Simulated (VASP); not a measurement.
# HfO2 (fluorite type) (Fm-3m) in VASP: a series of runs, part 3 of 3

VASP 6.6.1.

## (6) Relaxation of cell and atoms, PBE, target pressure 180 GPa, at which the enthalpy is minimised

File INCAR:

```
SYSTEM = HfO2
PREC     = Accurate       ! precision mode
ENCUT    = 600            ! plane-wave cutoff, eV
EDIFF    = 1E-7           ! SCF threshold, eV
ISMEAR   = -1             ! smearing method
SIGMA    = 0.05           ! smearing width, eV
LREAL    = .FALSE.        ! projectors in reciprocal space
LASPH    = .TRUE.         ! aspherical terms in the spheres
NELM     = 80             ! most SCF steps
ALGO     = Normal         ! electronic algorithm
ISIF     = 3              ! what is computed and relaxed
LWAVE    = .FALSE.        ! write WAVECAR
LCHARG   = .FALSE.        ! write CHGCAR
GGA      = PE             ! functional
IBRION   = 2              ! ionic algorithm
NSW      = 32             ! ionic steps
EDIFFG   = -0.005         ! ionic threshold
PSTRESS  = 1800.0
```

File KPOINTS:

```
regular mesh
0
G
  12 12 12
  0 0 0
```

File POSCAR:

```
HfO2
1.0
    0.0000000000      2.2669846846      2.2669846846
    2.2669846846      0.0000000000      2.2669846846
    2.2669846846      2.2669846846      0.0000000000
Hf O
1 2
Direct
    0.0000000000      0.0000000000      0.0000000000
    0.2500000000      0.2500000000      0.2500000000
    0.7500000000      0.7500000000      0.7500000000
```

Potentials or basis: VASP PAW PBE potentials, release 64 (Hf_pv, O).

The run is started by

```
> cat potpaw_PBE.64/Hf_pv/POTCAR potpaw_PBE.64/O/POTCAR > POTCAR
> mpirun -np 1 vasp_std > vasp.out
```

OUTCAR:

```text
SYSTEM = HfO2
   PREC = Accurate
   ENCUT = 600
   EDIFF = 1E-7
   ISMEAR = -1
   LREAL = .FALSE.
   LASPH = .TRUE.
   NELM = 80
   ISIF = 3
   GGA = PE
   IBRION = 2
   NSW = 32
   EDIFFG = -0.005
   PSTRESS = 1800.0

 ion  position               nearest neighbor table
   1  0.000  0.000  0.000-   3 1.96   3 1.96   3 1.96   2 1.96   2 1.96   2 1.96   3 1.96   2 1.96

   2  0.250  0.250  0.250-   1 1.96   1 1.96   1 1.96   1 1.96
   3  0.750  0.750  0.750-   1 1.96   1 1.96   1 1.96   1 1.96

  LATTYP: Found a face centered cubic cell.
 ALAT       =     4.5339693692

  Lattice vectors:

 A1 = (   0.0000000000,   2.2669846846,   2.2669846846)
 A2 = (   2.2669846846,   0.0000000000,   2.2669846846)
 A3 = (   2.2669846846,   2.2669846846,   0.0000000000)

Analysis of symmetry for initial positions (statically):
=====================================================================
 Subroutine PRICEL returns:
 Original cell was already a primitive cell.

 Routine SETGRP: Setting up the symmetry group for a
 face centered cubic supercell.

 Subroutine GETGRP returns: Found 48 space group operations
 (whereof 48 operations were pure point group operations)
 out of a pool of 48 trial point group operations.

The static configuration has the point symmetry O_h .

Analysis of symmetry for dynamics (positions and initial velocities):
=====================================================================
 Subroutine PRICEL returns:
 Original cell was already a primitive cell.

 Routine SETGRP: Setting up the symmetry group for a
 face centered cubic supercell.

 Subroutine GETGRP returns: Found 48 space group operations
 (whereof 48 operations were pure point group operations)
 out of a pool of 48 trial point group operations.

The dynamic configuration has the point symmetry O_h .

 Subroutine INISYM returns: Found 48 space group operations
 (whereof 48 operations are pure point group operations),
 and found     1 'primitive' translations

----------------------------------------------------------------------------------------

                                     Primitive cell

  volume of cell :      23.3011

  direct lattice vectors                    reciprocal lattice vectors
     0.000000000  2.266984685  2.266984685    -0.220557291  0.220557291  0.220557291
     2.266984685  0.000000000  2.266984685     0.220557291 -0.220557291  0.220557291
     2.266984685  2.266984685  0.000000000     0.220557291  0.220557291 -0.220557291

  length of vectors
     3.206000487  3.206000487  3.206000487     0.382016433  0.382016433  0.382016433

  position of ions in fractional coordinates (direct lattice)
     0.000000000  0.000000000  0.000000000
     0.250000000  0.250000000  0.250000000
     0.750000000  0.750000000  0.750000000

  ion indices of the primitive-cell ions
   primitive index   ion index
                 1           1
                 2           2
                 3           3

----------------------------------------------------------------------------------------

 KPOINTS: regular mesh

Automatic generation of k-mesh.
 Grid dimensions read from file:
 generate k-points for:   12   12   12

 Generating k-lattice:

  Cartesian coordinates                     Fractional coordinates (reciprocal lattice)
    -0.018379774  0.018379774  0.018379774     0.083333333  0.000000000  0.000000000
[... 52 lines left out ...]
   ICHARG =      2    charge: 1-file 2-atom 10-const
   ISPIN  =      1    spin polarized calculation?
   LNONCOLLINEAR =      F non collinear calculations
   LSORBIT =      F    spin-orbit coupling
   LASPH  =      T    aspherical Exc in radial PAW
   ENCUT  =  600.0 eV  44.10 Ry    6.64 a.u.   6.40  6.40  6.40*2*pi/ulx,y,z
   NELM   =     80;   NELMIN=  2; NELMDL= -5     # of ELM steps
   EDIFF  = 0.1E-06   stopping-criterion for ELM
   LREAL  =      F    real-space projection
   EDIFFG = -.5E-02   stopping-criterion for IOM
   NSW    =     32    number of steps for IOM
   IBRION =      2    ionic relax: 0-MD 1-quasi-New 2-CG
   NFREE  =      1    steps in history (QN), initial steepest desc. (CG)
   ISIF   =      3    stress and relaxation
   ISYM   =      2    0-nonsym 1-usesym 2-fastsym
   POTIM  = 0.5000    time-step for ionic-motion
   TEBEG  =    0.0;   TEEND  =   0.0 temperature during run
   PSTRESS= 1800.0 pullay stress
   NELECT =      22.0000    total number of electrons
   NUPDOWN=      -1.0000    fix difference up-down
   EMIN   =  10.00;   EMAX   =-10.00  energy-range for DOS
   EFERMI =   0.00;   METHOD = LEGACY
   ISMEAR =    -1;   SIGMA  =   0.05  broadening in eV -4-tet -1-fermi 0-gaus
   EFERMI_NEDOS =   21; number of points for ismear=-14 and -15
   IALGO  =     38    algorithm
   IMIX   =      4    mixing-type and parameters
     AMIX     =   0.40;   BMIX     =  1.00
     AMIX_MAG =   1.60;   BMIX_MAG =  1.00
  volume/ion in A,a.u.               =       7.77        52.41
  Fermi-wavevector in a.u.,A,eV,Ry     =   1.606043  3.034981 35.094511  2.579374
  Thomas-Fermi vector in A             =   2.702293
   LORBIT       =      0    0 simple, 1 ext, 2 COOP (PROOUT), +10 PAW based schemes
   GGA     = PE    functional components
   LHFCALC =     F    Hartree Fock is set to
   AEXX    =    0.0000 exact exchange contribution
   IVDW    =     0    specifies the selected vdW correction
   LEPSILON=     F    determine dielectric tensor
   LRPA    =     F    only Hartree local field effects (RPA)
 conjugate gradient relaxation of ions
 non-spin polarized calculation
  energy-cutoff  :      600.00
  volume of cell :       23.30
 maximum number of plane-waves:       794
 NGX is ok and might be reduce to    28
   NGX = 13   NGY = 13   NGZ = 13

--------------------------------------- Ionic step        1  -------------------------------------------

 number of electron      22.0000001 magnetization

 Free energy of the ion-electron system (eV)
  ---------------------------------------------------
  ext. energy  EPLUGINS =         0.00000000
  ---------------------------------------------------
  free energy    TOTEN  =       -26.47937451 eV

  energy without entropy =      -26.47937451  energy(sigma->0) =      -26.47937451

------------------------ aborting loop because EDIFF is reached ----------------------------------------

  FORCE on cell =-STRESS in cart. coord.  units (eV):
  Direction    XX          YY          ZZ          XY          YZ          ZX
  --------------------------------------------------------------------------------------
  -------------------------------------------------------------------------------------
  Total       25.1329517     25.1329517     25.1329517      0.0000000      0.0000000     -0.0000000
  in kB     1728.1376192   1728.1376192   1728.1376192      0.0000000      0.0000000     -0.0000000
  external PRESSURE =     -71.8623808 kB  Pullay stress =    1800.0000000 kB
[... 104 lines left out ...]
--------------------------------------- Ionic step        4  -------------------------------------------

 number of electron      22.0000000 magnetization

 Free energy of the ion-electron system (eV)
  ---------------------------------------------------
  ext. energy  EPLUGINS =         0.00000000
  ---------------------------------------------------
  free energy    TOTEN  =       -26.27231581 eV

  energy without entropy =      -26.27231581  energy(sigma->0) =      -26.27231581

 E-fermi :   8.6599     XC(G=0): -13.7918

 val. band max:        7.6708130111   @ k =   0.5000   0.5000   0.0000
 cond. band min:      12.1662427235   @ k =   0.0000   0.0000   0.0000
 fundamental gap:      4.4954297124
 Fermi energy:         8.6598571777

 k-point     1 :       0.0000    0.0000    0.0000
  band No.  band energies     occupation
      1     -20.6436      2.00000
      2     -20.6436      2.00000
      3     -20.6436      2.00000
      4     -13.4473      2.00000
      5      -8.4785      2.00000
      6      -0.2197      2.00000
      7      -0.2197      2.00000
      8      -0.2197      2.00000
      9       6.8672      2.00000
     10       6.8672      2.00000
     11       6.8672      2.00000
     12      12.1662      0.00000
     13      12.1662      0.00000
     14      16.2634      0.00000
[... 401 lines left out ...]
      2     -21.2673      2.00000
      3     -20.9031      2.00000
      4     -11.0972      2.00000
      5      -8.8495      2.00000
      6       0.9966      2.00000
      7       1.8512      2.00000
      8       2.9070      2.00000
      9       4.8968      2.00000
     10       5.2221      2.00000
     11       6.3401      2.00000
     12      13.2550      0.00000
     13      14.1798      0.00000
     14      18.1605      0.00000
     15      18.9952      0.00000

 [... further k-points ...]

------------------------ aborting loop because EDIFF is reached ----------------------------------------

  FORCE on cell =-STRESS in cart. coord.  units (eV):
  Direction    XX          YY          ZZ          XY          YZ          ZX
  --------------------------------------------------------------------------------------
  -------------------------------------------------------------------------------------
  Total       25.9670693     25.9670693     25.9670693     -0.0000000     -0.0000000     -0.0000000
  in kB     1800.0218304   1800.0218304   1800.0218304     -0.0000000     -0.0000000     -0.0000000
  external PRESSURE =       0.0218304 kB  Pullay stress =    1800.0000000 kB
[... 22 lines left out ...]
  energy  without entropy=      -26.2723158078  energy(sigma->0) =      -26.27231581

  enthalpy is  TOTEN    =        -0.3055614134 eV   P V=       25.9667543945

 reached required accuracy - stopping structural energy minimisation
```

It took 46 s on 1 thread of Intel Xeon 6975P-C (Granite Rapids), shared host; peak memory 0.19 GiB.

What came out:

- Free energy: -26.2723 eV
- Relaxed volume: 7.70 Å³/atom
- Relaxed cell: a = 3.197 Å, b = 3.197 Å, c = 3.197 Å, α = 60.00°, β = 60.00°, γ = 60.00°
- Space group after relaxing (to 0.05 Å): Fm-3m (No. 225)
- Energy change on relaxing (the enthalpy is what falls): +69.0 meV/atom
- Ionic steps: 4
- Pressure after relaxing: 180.0 GPa
- Band gap on the k mesh: 4.50 eV, indirect (least direct gap 4.72 eV)

The path:
```tsv
step	energy change (eV)	largest force (eV/Å)	pressure (GPa)	volume (Å³)
1	0.0000	0.0000	172.81	23.30
2	1.4141	0.0000	221.21	22.15
3	0.2029	0.0000	179.86	23.12
4	0.2071	0.0000	180.00	23.11
```

Final structure:
```yaml
crystal:
  lattice:
    - [0.00000, 2.26087, 2.26087]
    - [2.26087, 0.00000, 2.26087]
    - [2.26087, 2.26087, 0.00000]
  atoms:
    - { symbol: Hf, position: [0.00000, 0.00000, 0.00000] }
    - { symbol: O, position: [0.25000, 0.25000, 0.25000] }
    - { symbol: O, position: [0.75000, 0.75000, 0.75000] }
```

Levels at points of the mesh, in eV from the valence-band top:
```
           k point  band 8  band 9  band 10  band 11  band 12  band 13  band 14  band 15
(0.00, 0.00, 0.00)   -7.89   -0.80    -0.80    -0.80     4.50     4.50     8.59    15.48
(0.50, 0.00, 0.00)   -3.51   -3.47    -2.11    -2.11     5.80     5.80    10.11    10.80
(0.50, 0.50, 0.00)   -4.01   -2.25    -2.25     0.00     4.72     7.39    10.39    11.53
```

Caveat: the cell is relaxed towards a set pressure, so the enthalpy falls and the energy may rise; spin-orbit coupling is left out, which moves the levels of the heavy elements. A k mesh can miss the band edges.

## (7) Relaxation of cell and atoms, PBE

This run uses another cell than the first one, of 10.00 Å³/atom, 1.287 times its volume.

File INCAR:

```
PREC = Accurate
ENCUT = 600
EDIFF = 1E-6
ISMEAR = -1
SIGMA = 0.05
LREAL = F
LASPH = T
NELM = 60
ALGO = Normal
ISIF = 3
LWAVE = F
LCHARG = F
GGA = PE
IBRION = 2
NSW = 60
EDIFFG = -0.005
```

File KPOINTS:

```
regular mesh
0
Gamma
  11 11 11
```

File POSCAR:

```
HfO2
1.0
    0.0000000000      2.4662120743      2.4662120743
    2.4662120743      0.0000000000      2.4662120743
    2.4662120743      2.4662120743      0.0000000000
Hf O
1 2
Direct
    0.0000000000      0.0000000000      0.0000000000
    0.2500000000      0.2500000000      0.2500000000
    0.7500000000      0.7500000000      0.7500000000
```

The run is started by

```
> cat potpaw_PBE.64/Hf_pv/POTCAR potpaw_PBE.64/O/POTCAR > POTCAR
> mpirun -np 1 vasp_std > vasp.out
```

Wall time 87 s (1 thread of Intel Xeon 6975P-C (Granite Rapids), shared host); peak memory 0.18 GiB.

Results (log left out):

| Property | Result |
| --- | --- |
| Free energy | -30.2469 eV |
| Relaxed volume | 10.87 Å³/atom |
| Relaxed cell | a = 3.586 Å, b = 3.586 Å, c = 3.586 Å, α = 60.00°, β = 60.00°, γ = 60.00° |
| Space group after relaxing (to 0.05 Å) | Fm-3m (No. 225) |
| Energy gained by relaxing | 63.2 meV/atom |
| Ionic steps | 17 |
| Pressure after relaxing | 0.0 GPa |
| Band gap on the k mesh | 3.87 eV, indirect (least direct gap 3.95 eV) |

The path:
```tsv
step	energy change (eV)	largest force (eV/Å)	pressure (GPa)	volume (Å³)
1	0.0000	0.0000	25.06	30.00
2	0.2298	0.0000	-25.41	37.32
3	-0.1894	0.0000	-0.76	32.71
4	-0.1896	0.0000	-0.11	32.62
5	-0.1896	0.0000	0.31	32.57
6	-0.1896	0.0000	0.32	32.57
7	-0.1896	0.0000	0.30	32.58
8	-0.1896	0.0000	0.28	32.58
9	-0.1896	0.0000	0.28	32.58
10	-0.1896	0.0000	0.28	32.58
11	-0.1896	0.0000	0.28	32.58
12	-0.1896	0.0000	0.28	32.58
13	-0.1896	0.0000	0.28	32.58
14	-0.1896	0.0000	0.27	32.58
15	-0.1896	0.0000	0.24	32.59
16	-0.1896	0.0000	0.13	32.60
17	-0.1896	0.0000	-0.02	32.61
```

Final structure:
```
CELL_PARAMETERS angstrom
0.00000 2.53588 2.53588
2.53588 0.00000 2.53588
2.53588 2.53588 0.00000
ATOMIC_POSITIONS crystal
Hf 0.00000 0.00000 0.00000
O 0.25000 0.25000 0.25000
O 0.75000 0.75000 0.75000
```

Levels at points of the mesh, in eV from the valence-band top:
```tsv
k point	band 8	band 9	band 10	band 11	band 12	band 13	band 14	band 15
(0.00, 0.00, 0.00)	-5.30	-0.57	-0.57	-0.57	3.91	3.91	5.86	10.44
```

Caveat: spin-orbit coupling is left out, which moves the levels of the heavy elements.

## (8) Summary

| task | cell | k mesh | cutoff (eV) | gap on the mesh (eV) | pressure (GPa) |
| --- | --- | --- | --- | --- | --- |
| single point | a = 3.206 Å, angles 60.0°, 3 atoms | 12 × 12 × 12 | 520 | 4.48 | 173.0 |
| single point | a = 3.604 Å, angles 60.0°, 3 atoms | 11 × 11 × 11 | 520 | 3.83 | -3.6 |
| relaxation of cell and atoms | relaxed to 180 GPa from a = 3.200 Å, angles 60.0°, 3 atoms | 12 × 12 × 12 | 600 | 4.49 | 180.0 |
| relaxation of cell and atoms | relaxed to 180 GPa from a = 3.206 Å, angles 60.0°, 3 atoms | 12 × 12 × 12 | 600 | 4.50 | 180.0 |
| relaxation of cell and atoms | relaxed from a = 3.488 Å, angles 60.0°, 3 atoms | 11 × 11 × 11 | 600 | 3.87 | 0.0 |

Alike in all rows: level PBE; potentials or basis VASP PAW PBE potentials, release 64 (Hf_pv, O); no spin polarisation; smearing fermi-dirac 0.05 eV.

Caveats: spin-orbit coupling is left out, which moves the levels of the heavy elements; the cell is relaxed towards a set pressure, so the enthalpy falls and the energy may rise (some runs).

Absolute energies hang on the potentials; compare differences alone.
